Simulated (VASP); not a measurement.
# Cs in VASP: single point with PBEsol

Aim: the single point of Cs with PBEsol.

Program: VASP 6.6.1. These are calculated values, not measurements. Logs are shortened: lines on timing, memory, paths and dates and some standing lists are left out, and cuts for length are marked.

## (1) The cell of the first run

The cell holds a slab with vacuum, 7 atoms: a = 8.549 Å, b = 8.549 Å, c = 21.191 Å, α = 90.00°, β = 90.00°, γ = 120.00°.

## (2) Single point, PBEsol

Contents of INCAR:

```
PREC = Accurate
ENCUT = 520
EDIFF = 1E-6
ISMEAR = -1
SIGMA = 0.1
LREAL = F
LASPH = T
NELM = 100
ALGO = Normal
ISIF = 2
LWAVE = F
LCHARG = T
LDIPOL = T
IDIPOL = 3
DIPOL = 0.5 0.5 0.500
GGA = PS
LELF = T
LVHAR = T
LVACPOTAV = T
NBANDS = 40
```

Contents of KPOINTS:

```
regular mesh
0
Gamma
  6 6 1
```

Contents of POSCAR:

```
Cs
1.0
    8.5489140040      0.0000000000      0.0000000000
   -4.2744570020      7.4035767022      0.0000000000
    0.0000000000      0.0000000000     21.1913000000
Cs
7
Direct
    0.0000000000      0.0000000000      0.2595415002
    0.3333333333      0.6666666667      0.3478456489
    0.6666666667      0.3333333333      0.4053711281
    0.0000000000      0.0000000000      0.5000010633
    0.3333333333      0.6666666667      0.5946291971
    0.6666666667      0.3333333333      0.6521548159
    0.0000000000      0.0000000000      0.7404584998
```

Potentials or basis: VASP PAW PBE potentials, release 64 (Cs_sv).

Command:

```sh
cat potpaw_PBE.64/Cs_sv/POTCAR > POTCAR
mpirun -np 1 vasp_std > vasp.out
```

OUTCAR:

```text
PREC = Accurate
   ENCUT = 520
   EDIFF = 1E-6
   ISMEAR = -1
   LREAL = F
   LASPH = T
   NELM = 100
   ISIF = 2
   GGA = PS

 ion  position               nearest neighbor table
   1  0.000  0.000  0.260-
   2  0.333  0.667  0.348-
   3  0.667  0.333  0.405-
   4  0.000  0.000  0.500-
   5  0.333  0.667  0.595-
   6  0.667  0.333  0.652-
   7  0.000  0.000  0.740-

  LATTYP: Found a hexagonal cell.
 ALAT       =     8.5489140040
 C/A-ratio  =     2.4788294736

  Lattice vectors:

 A1 = (   8.5489140040,   0.0000000000,   0.0000000000)
 A2 = (  -4.2744570020,   7.4035767022,   0.0000000000)
 A3 = (   0.0000000000,   0.0000000000,  21.1913000000)

Analysis of symmetry for initial positions (statically):
=====================================================================
 Subroutine PRICEL returns:
 Original cell was already a primitive cell.

 Routine SETGRP: Setting up the symmetry group for a
 hexagonal supercell.

 Subroutine GETGRP returns: Found 12 space group operations
 (whereof 12 operations were pure point group operations)
 out of a pool of 24 trial point group operations.

The static configuration has the point symmetry D_3d.

Analysis of symmetry for dynamics (positions and initial velocities):
=====================================================================
 Subroutine PRICEL returns:
 Original cell was already a primitive cell.

 Routine SETGRP: Setting up the symmetry group for a
 hexagonal supercell.

 Subroutine GETGRP returns: Found 12 space group operations
 (whereof 12 operations were pure point group operations)
 out of a pool of 24 trial point group operations.

The dynamic configuration has the point symmetry D_3d.

 Subroutine INISYM returns: Found 12 space group operations
 (whereof 12 operations are pure point group operations),
 and found     1 'primitive' translations

----------------------------------------------------------------------------------------

                                     Primitive cell

  volume of cell :    1341.2512

  direct lattice vectors                    reciprocal lattice vectors
     8.548914004  0.000000000  0.000000000     0.116973922  0.067534925  0.000000000
    -4.274457002  7.403576702  0.000000000     0.000000000  0.135069851  0.000000000
     0.000000000  0.000000000 21.191300000     0.000000000  0.000000000  0.047189177

  length of vectors
     8.548914004  8.548914004 21.191300000     0.135069851  0.135069851  0.047189177

  position of ions in fractional coordinates (direct lattice)
     0.000000000  0.000000000  0.259541500
     0.333333333  0.666666667  0.347845649
     0.666666667  0.333333333  0.405371128
     0.000000000  0.000000000  0.500001063
     0.333333333  0.666666667  0.594629197
     0.666666667  0.333333333  0.652154816
     0.000000000  0.000000000  0.740458500

  ion indices of the primitive-cell ions
   primitive index   ion index
                 1           1
                 2           2
                 3           3
                 4           4
                 5           5
                 6           6
                 7           7

----------------------------------------------------------------------------------------

 KPOINTS: regular mesh

Automatic generation of k-mesh.
 Grid dimensions read from file:
 generate k-points for:    6    6    1

 Generating k-lattice:

  Cartesian coordinates                     Fractional coordinates (reciprocal lattice)
     0.019495654  0.011255821  0.000000000     0.166666667  0.000000000  0.000000000
     0.000000000  0.022511642  0.000000000     0.000000000  0.166666667  0.000000000
     0.000000000  0.000000000  0.047189177     0.000000000  0.000000000  1.000000000

  Length of vectors
     0.022511642  0.022511642  0.047189177

  Shift w.r.t. Gamma in fractional coordinates (k-lattice)
     0.000000000  0.000000000  0.000000000

 Subroutine IBZKPT returns following result:
 ===========================================

 Found      7 irreducible k-points:

 Following reciprocal coordinates:
            Coordinates               Weight
  0.000000  0.000000  0.000000      1.000000
  0.166667 -0.000000  0.000000      6.000000
  0.333333  0.000000  0.000000      6.000000
  0.500000 -0.000000  0.000000      3.000000
  0.166667  0.166667  0.000000      6.000000
  0.333333  0.166667  0.000000     12.000000
  0.333333  0.333333  0.000000      2.000000
   k-points           NKPTS =      7   k-points in BZ     NKDIM =      7   number of bands    NBANDS=     40
   number of dos      NEDOS =    301   number of ions     NIONS =      7
   total plane-waves  NPLWV = 655360
   dimension x,y,z NGX =    64 NGY =   64 NGZ =  160
   dimension x,y,z NGXF=   128 NGYF=  128 NGZF=  320
   ions per type =               7
   NGX,Y,Z   is equivalent  to a cutoff of  12.45, 12.45, 12.55 a.u.
   NGXF,Y,Z  is equivalent  to a cutoff of  24.89, 24.89, 25.10 a.u.
 SYSTEM =  unknown system
   PREC   = accura    normal or accurate (medium, high low for compatibility)
   ISTART =      0    job   : 0-new  1-cont  2-samecut
   ICHARG =      2    charge: 1-file 2-atom 10-const
   ISPIN  =      1    spin polarized calculation?
   LNONCOLLINEAR =      F non collinear calculations
   LSORBIT =      F    spin-orbit coupling
   LASPH  =      T    aspherical Exc in radial PAW
   ENCUT  =  520.0 eV  38.22 Ry    6.18 a.u.  15.90 15.90 39.40*2*pi/ulx,y,z
   NELM   =    100;   NELMIN=  2; NELMDL= -5     # of ELM steps
   EDIFF  = 0.1E-05   stopping-criterion for ELM
   LREAL  =      F    real-space projection
   EDIFFG = 0.1E-04   stopping-criterion for IOM
   NSW    =      0    number of steps for IOM
   IBRION =     -1    ionic relax: 0-MD 1-quasi-New 2-CG
   NFREE  =      0    steps in history (QN), initial steepest desc. (CG)
   ISIF   =      2    stress and relaxation
   ISYM   =      2    0-nonsym 1-usesym 2-fastsym
   POTIM  = 0.5000    time-step for ionic-motion
   TEBEG  =    0.0;   TEEND  =   0.0 temperature during run
   PSTRESS=    0.0 pullay stress
   NELECT =      63.0000    total number of electrons
   NUPDOWN=      -1.0000    fix difference up-down
   EMIN   =  10.00;   EMAX   =-10.00  energy-range for DOS
   EFERMI =   0.00;   METHOD = LEGACY
   ISMEAR =    -1;   SIGMA  =   0.10  broadening in eV -4-tet -1-fermi 0-gaus
   EFERMI_NEDOS =   21; number of points for ismear=-14 and -15
   IALGO  =     38    algorithm
   IMIX   =      4    mixing-type and parameters
     AMIX     =   0.40;   BMIX     =  1.00
     AMIX_MAG =   1.60;   BMIX_MAG =  1.00
  volume/ion in A,a.u.               =     191.61      1293.03
  Fermi-wavevector in a.u.,A,eV,Ry     =   0.590679  1.116222  4.747098  0.348902
  Thomas-Fermi vector in A             =   1.638814
   LORBIT       =      0    0 simple, 1 ext, 2 COOP (PROOUT), +10 PAW based schemes
   GGA     = PS    functional components
   LHFCALC =     F    Hartree Fock is set to
   AEXX    =    0.0000 exact exchange contribution
   IVDW    =     0    specifies the selected vdW correction
   LEPSILON=     F    determine dielectric tensor
   LRPA    =     F    only Hartree local field effects (RPA)
 non-spin polarized calculation
  energy-cutoff  :      520.00
  volume of cell :     1341.25
 maximum number of plane-waves:     36132
 NGX is ok and might be reduce to    64
   NGX = 31   NGY = 31   NGZ = 79

 number of electron      63.0000000 magnetization

 dipolmoment           0.000000      0.000000     -0.000433 electrons x Angstroem

 Free energy of the ion-electron system (eV)
  ---------------------------------------------------
  ext. energy  EPLUGINS =         0.00000000
  ---------------------------------------------------
  free energy    TOTEN  =        -5.99919495 eV

  energy without entropy =       -5.68649015  energy(sigma->0) =       -5.84284255

 E-fermi :  -0.5198     XC(G=0):  -3.7957

 val. band max:       -0.5255388442   @ k =   0.3333   0.1667   0.0000
 cond. band min:      -0.4988638367   @ k =   0.3333   0.3333   0.0000
 fundamental gap:      0.0266750074
 Fermi energy:        -0.5197555710

 k-point     1 :       0.0000    0.0000    0.0000
  band No.  band energies     occupation
      1     -24.7387      2.00000
      2     -24.7375      2.00000
      3     -24.4560      2.00000
      4     -24.4551      2.00000
      5     -24.3685      2.00000
      6     -24.3678      2.00000
[... 32 lines left out ...]
     39       0.4607      0.00011
     40       0.6406      0.00002

 k-point     2 :       0.1667   -0.0000    0.0000
  band No.  band energies     occupation
      1     -24.7387      2.00000
      2     -24.7375      2.00000
      3     -24.4560      2.00000
      4     -24.4550      2.00000
      5     -24.3686      2.00000
      6     -24.3679      2.00000
[... 32 lines left out ...]
     39       0.4934      0.00008
     40       0.4982      0.00008

 k-point     3 :       0.3333    0.0000    0.0000
  band No.  band energies     occupation
      1     -24.7387      2.00000
      2     -24.7375      2.00000
      3     -24.4559      2.00000
      4     -24.4550      2.00000
      5     -24.3686      2.00000
      6     -24.3680      2.00000
[... 32 lines left out ...]
     39       0.4212      0.00016
     40       0.6079      0.00003

 k-point     4 :       0.5000   -0.0000    0.0000
  band No.  band energies     occupation
      1     -24.7387      2.00000
      2     -24.7374      2.00000
      3     -24.4559      2.00000
      4     -24.4549      2.00000
      5     -24.3686      2.00000
      6     -24.3680      2.00000
[... 32 lines left out ...]
     39       0.4474      0.00013
     40       0.6700      0.00001

 k-point     5 :       0.1667    0.1667    0.0000
  band No.  band energies     occupation
      1     -24.7387      2.00000
      2     -24.7375      2.00000
      3     -24.4559      2.00000
      4     -24.4550      2.00000
      5     -24.3686      2.00000
      6     -24.3679      2.00000
[... 32 lines left out ...]
     39       0.4930      0.00008
     40       0.5257      0.00006

 k-point     6 :       0.3333    0.1667    0.0000
  band No.  band energies     occupation
      1     -24.7387      2.00000
      2     -24.7374      2.00000
      3     -24.4559      2.00000
      4     -24.4549      2.00000
      5     -24.3686      2.00000
      6     -24.3680      2.00000
[... 32 lines left out ...]
     39       0.5596      0.00004
     40       0.5968      0.00003

 k-point     7 :       0.3333    0.3333    0.0000
  band No.  band energies     occupation
      1     -24.7387      2.00000
      2     -24.7374      2.00000
      3     -24.4558      2.00000
      4     -24.4549      2.00000
      5     -24.3687      2.00000
      6     -24.3680      2.00000
[... 32 lines left out ...]
     39       0.5607      0.00004
     40       0.7435      0.00001

------------------------ aborting loop because EDIFF is reached ----------------------------------------

  FORCE on cell =-STRESS in cart. coord.  units (eV):
  Direction    XX          YY          ZZ          XY          YZ          ZX
  --------------------------------------------------------------------------------------
  -------------------------------------------------------------------------------------
  Total       -0.3203181     -0.3203181     -0.0611232      0.0000000      0.0000000      0.0000000
  in kB       -0.3826326     -0.3826326     -0.0730141      0.0000000      0.0000000      0.0000000
  external PRESSURE =      -0.2794264 kB  Pullay stress =       0.0000000 kB

 VOLUME and BASIS-vectors are now :
 -----------------------------------------------------------------------------
  energy-cutoff  :      520.00
  volume of cell :     1341.25
      direct lattice vectors                 reciprocal lattice vectors
     8.548914004  0.000000000  0.000000000     0.116973922  0.067534925  0.000000000
    -4.274457002  7.403576702  0.000000000     0.000000000  0.135069851  0.000000000
     0.000000000  0.000000000 21.191300000     0.000000000  0.000000000  0.047189177

 POSITION                                       TOTAL-FORCE (eV/Angst)
 -----------------------------------------------------------------------------------
      0.00000      0.00000      5.50002        -0.000000     -0.000000     -0.002384
     -0.00000      4.93572      7.37130         0.000000     -0.000000      0.000724
      4.27446      2.46786      8.59034         0.000000     -0.000000      0.001618
      0.00000      0.00000     10.59567        -0.000000      0.000000      0.000000
     -0.00000      4.93572     12.60097        -0.000000      0.000000     -0.001618
      4.27446      2.46786     13.82001         0.000000      0.000000     -0.000724
      0.00000      0.00000     15.69128        -0.000000      0.000000      0.002384
 -----------------------------------------------------------------------------------
    total drift:                               -0.000000      0.000000     -0.031337

  FREE ENERGIE OF THE ION-ELECTRON SYSTEM (eV)
  ---------------------------------------------------
  free  energy   TOTEN  =        -5.9991949509 eV

  energy  without entropy=       -5.6864901525  energy(sigma->0) =       -5.84284255
```

Wall time 20 min (1 thread of Intel Xeon 8259CL, shared host); peak memory 1.1 GiB.

Results:

* Free energy: -5.9992 eV
* Band gap on the k mesh: zero (an odd number of electrons rules out a gap without spin polarisation)

Forces on the atoms (eV/Å):
```
Cs   0.000  0.000 -0.002
Cs   0.000  0.000  0.001
Cs   0.000  0.000  0.002
Cs   0.000  0.000  0.000
Cs   0.000  0.000 -0.002
Cs   0.000  0.000 -0.001
Cs   0.000  0.000  0.002
```

Levels at points of the mesh, in eV from the Fermi level:
```tsv
k point	band 27	band 28	band 29	band 30	band 31	band 32	band 33	band 34	band 35	band 36
(0.00, 0.00, 0.00)	-10.53	-10.53	-1.55	-1.01	-0.17	0.57	0.69	0.69	0.83	0.83
(0.50, 0.00, 0.00)	-10.53	-10.53	-0.71	-0.67	-0.26	-0.23	0.16	0.26	0.64	0.74
```

Caveat: the PAW data sets were made with another functional, which shifts forces and pressure a little; spin-orbit coupling is left out, which moves the levels of the heavy elements.

The gap in the log of VASP goes by the Fermi energy; the results here count the filled bands.